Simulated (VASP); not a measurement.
A run of VASP 6.6.1:

INCAR

```
SYSTEM = Si13O24
PREC = Accurate
ENCUT = 520
EDIFF = 1E-6
ISMEAR = -1
SIGMA = 0.05
LREAL = Auto
LASPH = .True.
NELM = 100
ALGO = Normal
ISIF = 2
LWAVE = .False.
LCHARG = .False.
GGA = PE
NBANDS = 122
```

Contents of KPOINTS:

```
regular mesh
0
Gamma
  1 1 1
  0 0 0
```

POSCAR

```
Si13O24
1.0
   -2.4985500000      4.3276160000      5.4574000000
    4.9971000000      0.0000000000      5.4574000000
    4.9971000000      8.6552310000      0.0000000000
Si O
13 24
Direct
    0.7588828867      0.1698194257      0.1327574362
    0.1480532119      0.1551131310      0.1677578046
    0.5213050468      0.1313317399      0.9452540248
    0.7660979018      0.2516394823      0.6198127425
    0.1717937421      0.1527197625      0.6794899700
    0.5549557976      0.1559688185      0.4353511086
    0.2637030153      0.7433149786      0.3696255607
    0.6989568947      0.6776876613      0.4390157766
    0.0335988522      0.5931648082      0.1935011405
    0.3126738443      0.7209868732      0.8546932680
    0.6989058912      0.5971141916      0.9492529642
    0.0916626753      0.5763843801      0.6888342021
    0.5628455293      0.7417867132      0.1330202143
    0.9473611519      0.0545811650      0.1815416274
    0.3070039586      0.2685265138      0.0074064755
    0.1210347873      0.7038818397      0.0146972297
    0.2241824015      0.9853312863      0.2918956932
    0.0494811597      0.3567928902      0.2337158352
    0.6515353209      0.0540937332      0.0712176626
    0.9744375317      0.1237594119      0.6624327585
    0.3237928079      0.2215218108      0.5279754017
    0.0820410217      0.7339519420      0.5252150938
    0.2974363371      0.9569888471      0.7740070425
    0.1216782461      0.3387974383      0.7492374583
    0.7356032085      0.1800892458      0.4948905217
    0.4781690291      0.6851871478      0.4230814936
    0.7922540676      0.7045576010      0.2574776596
    0.5607705389      0.2454192218      0.2667404768
    0.8025817137      0.4787976977      0.5298454235
    0.6422080282      0.8931018264      0.4707870029
    0.1639570945      0.6539415385      0.2588788970
    0.4858005111      0.5911775371      0.9214591656
    0.8384402701      0.6434008997      0.7938496930
    0.5896154485      0.2684854787      0.7577464716
    0.8018201336      0.3546279919      0.0033771901
    0.4692292161      0.9128208444      1.0057104353
    0.2617730585      0.6579872669      0.7296681883
```

Potentials or basis: VASP PAW PBE potentials, release 64 (Si, O).

Run with:

```console
$ cat potpaw_PBE.64/Si/POTCAR potpaw_PBE.64/O/POTCAR > POTCAR
$ mpirun -np 1 vasp_gam > vasp.out
```

Hardware: 1 thread of Intel Xeon 8259CL, on a shared host.

Task: How long does it take, and how much memory?

Result: Run time: 3.1 min on 1 thread of Intel Xeon 8259CL (shared host), peak memory 0.5 GiB. Counts: scf iterations 17, k points 1.
